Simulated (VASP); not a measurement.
# InSb3 (Pm-3m) in VASP: relaxation of cell and atoms with r2SCAN

Aim: the relaxation of cell and atoms of InSb3 with r2SCAN.

Program: VASP 6.6.1. These are calculated values, not measurements. Logs are shortened: lines on timing, memory, paths and dates and some standing lists are left out, and cuts for length are marked.

## Step 1: The cell of the first run

The structure is cubic, space group Pm-3m (No. 221). The conventional cell has a = 4.806 Å, b = 4.806 Å, c = 4.806 Å, α = 90.00°, β = 90.00°, γ = 90.00°. Within 4.5 Å of In (site symmetry m-3m) lie 12 Sb at 3.40 Å. Within 4.5 Å of Sb (site symmetry 4/mmm) lie 4 In at 3.40 Å and 8 Sb at 3.40 Å.

## Step 2: Relaxation of cell and atoms, r2SCAN

The input, POSCAR:

```
InSb3
1.0
    4.8063670000      0.0000000000      0.0000000000
    0.0000000000      4.8063670000      0.0000000000
    0.0000000000      0.0000000000      4.8063670000
In Sb
1 3
Direct
    0.0000000000      0.0000000000      0.0000000000
    0.5000000000      0.0000000000      0.5000000000
    0.0000000000      0.5000000000      0.5000000000
    0.5000000000      0.5000000000      0.0000000000
```

The input, INCAR.step1:

```
ALGO = Normal ; EDIFF = 1E-4
ENCUT = 600 ; GGA = PE
ISMEAR = 0 ; LASPH = True
LCHARG = False ; LREAL = False
LWAVE = True ; NELM = 60
PREC = Accurate ; SIGMA = 0.1
```

The input, INCAR.step2:

```
ALGO = Normal ; EDIFF = 1E-7
EDIFFG = -0.005 ; ENCUT = 600
IBRION = 2 ; ISIF = 3
ISMEAR = 0 ; ISTART = 1
LASPH = True ; LCHARG = False
LMIXTAU = True ; LREAL = False
LWAVE = False ; METAGGA = R2SCAN
NELM = 60 ; NSW = 100
PREC = Accurate ; SIGMA = 0.1
```

The input, KPOINTS:

```
k-points
0
Gamma
  10 10 10
```

Potentials or basis: VASP PAW PBE potentials, release 64 (In_d, Sb).

Run with:

```bash
> cat potpaw_PBE.64/In_d/POTCAR potpaw_PBE.64/Sb/POTCAR > POTCAR
> cp INCAR.step1 INCAR
> mpirun -np 1 vasp_std > vasp.out
> cp INCAR.step2 INCAR
> mpirun -np 1 vasp_std > vasp.out
```

OUTCAR:

```text
EDIFF = 1E-7
   EDIFFG = -0.005
   ENCUT = 600
   IBRION = 2
   ISIF = 3
   ISMEAR = 0
   ISTART = 1
   LASPH = True
   LREAL = False
   METAGGA = R2SCAN
   NELM = 60
   NSW = 100
   PREC = Accurate

 ion  position               nearest neighbor table
   1  0.000  0.000  0.000-   2 3.40   3 3.40   4 3.40   2 3.40   3 3.40   3 3.40   4 3.40   3 3.40
                             2 3.40   4 3.40   2 3.40   4 3.40
   2  0.500  0.000  0.500-   1 3.40   3 3.40   4 3.40   1 3.40   4 3.40   3 3.40   4 3.40   4 3.40
                             1 3.40   3 3.40   1 3.40   3 3.40
   3  0.000  0.500  0.500-   1 3.40   2 3.40   4 3.40   1 3.40   4 3.40   1 3.40   2 3.40   1 3.40
                             2 3.40   4 3.40   4 3.40   2 3.40
   4  0.500  0.500  0.000-   1 3.40   2 3.40   3 3.40   2 3.40   3 3.40   1 3.40   2 3.40   2 3.40
                             1 3.40   3 3.40   3 3.40   1 3.40

  LATTYP: Found a simple cubic cell.
 ALAT       =     4.8063670000

  Lattice vectors:

 A1 = (   4.8063670000,   0.0000000000,   0.0000000000)
 A2 = (   0.0000000000,   4.8063670000,   0.0000000000)
 A3 = (   0.0000000000,   0.0000000000,   4.8063670000)

Analysis of symmetry for initial positions (statically):
=====================================================================
 Subroutine PRICEL returns:
 Original cell was already a primitive cell.

 Routine SETGRP: Setting up the symmetry group for a
 simple cubic supercell.

 Subroutine GETGRP returns: Found 48 space group operations
 (whereof 48 operations were pure point group operations)
 out of a pool of 48 trial point group operations.

The static configuration has the point symmetry O_h .

Analysis of symmetry for dynamics (positions and initial velocities):
=====================================================================
 Subroutine PRICEL returns:
 Original cell was already a primitive cell.

 Routine SETGRP: Setting up the symmetry group for a
 simple cubic supercell.

 Subroutine GETGRP returns: Found 48 space group operations
 (whereof 48 operations were pure point group operations)
 out of a pool of 48 trial point group operations.

The dynamic configuration has the point symmetry O_h .

 Subroutine INISYM returns: Found 48 space group operations
 (whereof 48 operations are pure point group operations),
 and found     1 'primitive' translations

----------------------------------------------------------------------------------------

                                     Primitive cell

  volume of cell :     111.0327

  direct lattice vectors                    reciprocal lattice vectors
     4.806367000  0.000000000  0.000000000     0.208057354  0.000000000  0.000000000
     0.000000000  4.806367000  0.000000000     0.000000000  0.208057354  0.000000000
     0.000000000  0.000000000  4.806367000     0.000000000  0.000000000  0.208057354

  length of vectors
     4.806367000  4.806367000  4.806367000     0.208057354  0.208057354  0.208057354

  position of ions in fractional coordinates (direct lattice)
     0.000000000  0.000000000  0.000000000
     0.500000000  0.000000000  0.500000000
     0.000000000  0.500000000  0.500000000
     0.500000000  0.500000000  0.000000000

  ion indices of the primitive-cell ions
   primitive index   ion index
                 1           1
                 2           2
                 3           3
                 4           4

----------------------------------------------------------------------------------------

 KPOINTS: k-points

Automatic generation of k-mesh.
 Grid dimensions read from file:
 generate k-points for:   10   10   10

 Generating k-lattice:

  Cartesian coordinates                     Fractional coordinates (reciprocal lattice)
     0.020805735  0.000000000  0.000000000     0.100000000  0.000000000  0.000000000
     0.000000000  0.020805735  0.000000000     0.000000000  0.100000000  0.000000000
     0.000000000  0.000000000  0.020805735     0.000000000  0.000000000  0.100000000

  Length of vectors
     0.020805735  0.020805735  0.020805735

  Shift w.r.t. Gamma in fractional coordinates (k-lattice)
     0.000000000  0.000000000  0.000000000

 Subroutine IBZKPT returns following result:
 ===========================================

 Found     56 irreducible k-points:

 Following reciprocal coordinates:
            Coordinates               Weight
  0.000000  0.000000  0.000000      1.000000
  0.100000  0.000000  0.000000      6.000000
  0.200000  0.000000  0.000000      6.000000
  0.300000  0.000000  0.000000      6.000000
  0.400000  0.000000  0.000000      6.000000
  0.500000  0.000000  0.000000      3.000000
[... 16 lines left out ...]
  0.200000  0.100000  0.100000     24.000000
  0.300000  0.100000  0.100000     24.000000
 [... further k-points ...]
   k-points           NKPTS =     56   k-points in BZ     NKDIM =     56   number of bands    NBANDS=     18
   number of dos      NEDOS =    301   number of ions     NIONS =      4
   total plane-waves  NPLWV =  64000
   dimension x,y,z NGX =    40 NGY =   40 NGZ =   40
   dimension x,y,z NGXF=    80 NGYF=   80 NGZF=   80
   ions per type =               1   3
   NGX,Y,Z   is equivalent  to a cutoff of  13.84, 13.84, 13.84 a.u.
   NGXF,Y,Z  is equivalent  to a cutoff of  27.67, 27.67, 27.67 a.u.
 SYSTEM =  unknown system
   PREC   = accura    normal or accurate (medium, high low for compatibility)
   ISTART =      1    job   : 0-new  1-cont  2-samecut
   ICHARG =      0    charge: 1-file 2-atom 10-const
   ISPIN  =      1    spin polarized calculation?
   LNONCOLLINEAR =      F non collinear calculations
   LSORBIT =      F    spin-orbit coupling
   LASPH  =      T    aspherical Exc in radial PAW
   ENCUT  =  600.0 eV  44.10 Ry    6.64 a.u.   9.60  9.60  9.60*2*pi/ulx,y,z
   NELM   =     60;   NELMIN=  2; NELMDL=  0     # of ELM steps
   EDIFF  = 0.1E-06   stopping-criterion for ELM
   LREAL  =      F    real-space projection
   EDIFFG = -.5E-02   stopping-criterion for IOM
   NSW    =    100    number of steps for IOM
   IBRION =      2    ionic relax: 0-MD 1-quasi-New 2-CG
   NFREE  =      1    steps in history (QN), initial steepest desc. (CG)
   ISIF   =      3    stress and relaxation
   ISYM   =      2    0-nonsym 1-usesym 2-fastsym
   POTIM  = 0.5000    time-step for ionic-motion
   TEBEG  =    0.0;   TEEND  =   0.0 temperature during run
   PSTRESS=    0.0 pullay stress
   NELECT =      28.0000    total number of electrons
   NUPDOWN=      -1.0000    fix difference up-down
   EMIN   =  10.00;   EMAX   =-10.00  energy-range for DOS
   EFERMI =   0.00;   METHOD = LEGACY
   ISMEAR =     0;   SIGMA  =   0.10  broadening in eV -4-tet -1-fermi 0-gaus
   EFERMI_NEDOS =   21; number of points for ismear=-14 and -15
   IALGO  =     38    algorithm
   IMIX   =      4    mixing-type and parameters
     AMIX     =   0.40;   BMIX     =  1.00
     AMIX_MAG =   1.60;   BMIX_MAG =  1.00
  volume/ion in A,a.u.               =      27.76       187.32
  Fermi-wavevector in a.u.,A,eV,Ry     =   1.034294  1.954532 14.555018  1.069764
  Thomas-Fermi vector in A             =   2.168582
   LORBIT       =      0    0 simple, 1 ext, 2 COOP (PROOUT), +10 PAW based schemes
   METAGGA = R2SCAN    functional components
   LHFCALC =     F    Hartree Fock is set to
   AEXX    =    0.0000 exact exchange contribution
   IVDW    =     0    specifies the selected vdW correction
   LEPSILON=     F    determine dielectric tensor
   LRPA    =     F    only Hartree local field effects (RPA)
 conjugate gradient relaxation of ions
 non-spin polarized calculation
 Gauss-broadening in eV      SIGMA  =   0.10
  energy-cutoff  :      600.00
  volume of cell :      111.03
 maximum number of plane-waves:      3751
 NGX is ok and might be reduce to    40
   NGX = 19   NGY = 19   NGZ = 19

--------------------------------------- Ionic step        1  -------------------------------------------

 number of electron      28.0000000 magnetization

 Free energy of the ion-electron system (eV)
  ---------------------------------------------------
  ext. energy  EPLUGINS =         0.00000000
  ---------------------------------------------------
  free energy    TOTEN  =       -98.55051297 eV

  energy without entropy =      -98.54269677  energy(sigma->0) =      -98.54660487

------------------------ aborting loop because EDIFF is reached ----------------------------------------

  FORCE on cell =-STRESS in cart. coord.  units (eV):
  Direction    XX          YY          ZZ          XY          YZ          ZX
  --------------------------------------------------------------------------------------
  -------------------------------------------------------------------------------------
  Total       -0.3823008     -0.3823008     -0.3823008     -0.0000000      0.0000000     -0.0000000
  in kB       -5.5165181     -5.5165181     -5.5165181     -0.0000000      0.0000000     -0.0000000
  external PRESSURE =      -5.5165181 kB  Pullay stress =       0.0000000 kB

 VOLUME and BASIS-vectors are now :
 -----------------------------------------------------------------------------
  energy-cutoff  :      600.00
  volume of cell :      111.03
      direct lattice vectors                 reciprocal lattice vectors
     4.806367000  0.000000000  0.000000000     0.208057354  0.000000000  0.000000000
     0.000000000  4.806367000  0.000000000     0.000000000  0.208057354  0.000000000
     0.000000000  0.000000000  4.806367000     0.000000000  0.000000000  0.208057354
[... 39 lines left out ...]
 POSITION                                       TOTAL-FORCE (eV/Angst)
 -----------------------------------------------------------------------------------
      0.00000      0.00000      0.00000        -0.000000     -0.000000     -0.000000
      2.39210      0.00000      2.39210         0.000000      0.000000     -0.000000
      0.00000      2.39210      2.39210         0.000000     -0.000000     -0.000000
      2.39210      2.39210     -0.00000        -0.000000     -0.000000      0.000000
 -----------------------------------------------------------------------------------
    total drift:                               -0.000000     -0.000000     -0.000000

  FREE ENERGIE OF THE ION-ELECTRON SYSTEM (eV)
  ---------------------------------------------------
  free  energy   TOTEN  =       -98.5523342123 eV

  energy  without entropy=      -98.5444687449  energy(sigma->0) =      -98.54840148

--------------------------------------- Ionic step        3  -------------------------------------------

 number of electron      28.0000004 magnetization

 Free energy of the ion-electron system (eV)
  ---------------------------------------------------
  ext. energy  EPLUGINS =         0.00000000
  ---------------------------------------------------
  free energy    TOTEN  =       -98.55254297 eV

  energy without entropy =      -98.54468650  energy(sigma->0) =      -98.54861473

 E-fermi :   7.8436     XC(G=0): -10.7167

 val. band max:        7.8408069088   @ k =   0.4000   0.1000   0.1000
 cond. band min:       7.9232623684   @ k =   0.4000   0.4000   0.2000
 fundamental gap:      0.0824554596
 Fermi energy:         7.8435502773

 k-point     1 :       0.0000    0.0000    0.0000
  band No.  band energies     occupation
      1      -7.2495      2.00000
      2      -7.2495      2.00000
      3      -7.2330      2.00000
      4      -7.2330      2.00000
      5      -7.2330      2.00000
      6      -4.9383      2.00000
[... 10 lines left out ...]
     17       9.7692      0.00000
     18       9.7692      0.00000
[... 463 lines left out ...]
 k-point    24 :       0.3000    0.1000    0.1000
  band No.  band energies     occupation
      1      -7.2442      2.00000
      2      -7.2442      2.00000
      3      -7.2419      2.00000
      4      -7.2371      2.00000
      5      -7.2350      2.00000
      6      -4.2339      2.00000
[... 10 lines left out ...]
     17       9.0004      0.00000
     18       9.8916      0.00000

 [... further k-points ...]

------------------------ aborting loop because EDIFF is reached ----------------------------------------

  FORCE on cell =-STRESS in cart. coord.  units (eV):
  Direction    XX          YY          ZZ          XY          YZ          ZX
  --------------------------------------------------------------------------------------
  -------------------------------------------------------------------------------------
  Total        0.0038565      0.0038565      0.0038565      0.0000000     -0.0000000      0.0000000
  in kB        0.0562376      0.0562376      0.0562376      0.0000000     -0.0000000      0.0000000
  external PRESSURE =       0.0562376 kB  Pullay stress =       0.0000000 kB

 VOLUME and BASIS-vectors are now :
 -----------------------------------------------------------------------------
  energy-cutoff  :      600.00
  volume of cell :      109.87
      direct lattice vectors                 reciprocal lattice vectors
     4.789537197 -0.000000000 -0.000000000     0.208788440  0.000000000 -0.000000000
    -0.000000000  4.789537197 -0.000000000     0.000000000  0.208788440 -0.000000000
     0.000000000  0.000000000  4.789537197     0.000000000  0.000000000  0.208788440

 POSITION                                       TOTAL-FORCE (eV/Angst)
 -----------------------------------------------------------------------------------
      0.00000      0.00000      0.00000        -0.000000     -0.000000     -0.000000
      2.39477      0.00000      2.39477         0.000000      0.000000     -0.000000
      0.00000      2.39477      2.39477         0.000000      0.000000     -0.000000
      2.39477      2.39477     -0.00000         0.000000      0.000000      0.000000
 -----------------------------------------------------------------------------------
    total drift:                               -0.000000     -0.000000     -0.000000

  FREE ENERGIE OF THE ION-ELECTRON SYSTEM (eV)
  ---------------------------------------------------
  free  energy   TOTEN  =       -98.5525429653 eV

  energy  without entropy=      -98.5446865024  energy(sigma->0) =      -98.54861473

 reached required accuracy - stopping structural energy minimisation
```

It took 17 min on 1 thread of Intel Xeon Platinum 8375C at 2.90GHz (Ice Lake), shared host; peak memory 0.37 GiB.

What came out:

| Item | Value |
| --- | --- |
| Free energy | -98.5525 eV |
| Relaxed volume | 27.47 Å³/atom |
| Relaxed cell | a = 4.790 Å, b = 4.790 Å, c = 4.790 Å, α = 90.00°, β = 90.00°, γ = 90.00° |
| Space group after relaxing (to 0.05 Å) | Pm-3m (No. 221) |
| Energy gained by relaxing | 0.5 meV/atom |
| Ionic steps | 3 |
| Pressure after relaxing | 0.0 GPa |
| Band gap on the k mesh | zero (band 14 reaches 11.64 eV, above the bottom of band 15 at 6.65 eV) |

Step by step:
```
step  energy change (eV)  largest force (eV/Å)  pressure (GPa)  volume (Å³)
   1              0.0000                0.0000           -0.55       111.03
   2             -0.0018                0.0000            0.19       109.50
   3             -0.0020                0.0000            0.01       109.87
```

Final structure:
```
In Sb
1.0
     4.78954    0.00000    0.00000
     0.00000    4.78954    0.00000
     0.00000    0.00000    4.78954
In Sb
1 3
Cartesian
  0.0000 0.0000 0.0000
  2.3948 0.0000 2.3948
  0.0000 2.3948 2.3948
  2.3948 2.3948 0.0000
```

Caveat: the PAW data sets were made with another functional, which shifts forces and pressure a little; spin-orbit coupling is left out, which moves the levels of the heavy elements.
